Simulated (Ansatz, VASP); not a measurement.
**Ge: VASP and Ansatz over several settings**

```
Ge
1.0
     3.99759    0.00000    0.00000
    -1.99879    3.46201    0.00000
     0.00000    0.00000    6.59938
Ge
4
Direct
  0.33333 0.66667 0.93710
  0.66667 0.33333 0.43710
  0.33333 0.66667 0.56290
  0.66667 0.33333 0.06290
```

Single points on this cell with VASP 6.6.1 and Ansatz 0.2.0. Each row is one pair of runs. Alike in all rows: spin: off; k mesh: 8 × 8 × 4; VASP's potentials, cutoff: VASP PAW PBE potentials, release 64 (Ge_d), 520 eV; Ansatz's potentials, cutoff: Ansatz PAW, 420 eV.

```csv
level,smearing,"gap on the k mesh at the Fermi level (eV), VASP","gap on the k mesh at the Fermi level (eV), Ansatz","least direct gap on the mesh (eV), VASP","least direct gap on the mesh (eV), Ansatz","pressure (GPa), VASP","pressure (GPa), Ansatz"
PBE,"gaussian, width 0.021 eV",0.12,0.13,0.12,0.13,2.9,3.0
PBE,"gaussian, width 0.022 eV",0.12,0.13,0.12,0.13,2.9,3.0
PBE,"gaussian, width 0.023 eV",0.12,?,0.12,?,2.9,?
PBE,"gaussian, width 0.024 eV",0.12,0.13,0.12,0.13,2.9,3.0
PBE,"gaussian, width 0.025 eV",0.12,0.13,0.12,0.13,2.9,3.0
PBE,"gaussian, width 0.026 eV",0.12,0.13,0.12,0.13,2.9,3.0
PBE,"gaussian, width 0.027 eV",0.12,0.13,0.12,0.13,2.9,3.0
PBE,"gaussian, width 0.028 eV",0.12,0.13,0.12,0.13,2.9,3.0
```

Fill in what Ansatz gave in row 3.

gap on the k mesh at the Fermi level (eV): 0.13; least direct gap on the mesh (eV): 0.13; pressure (GPa): 3.0.
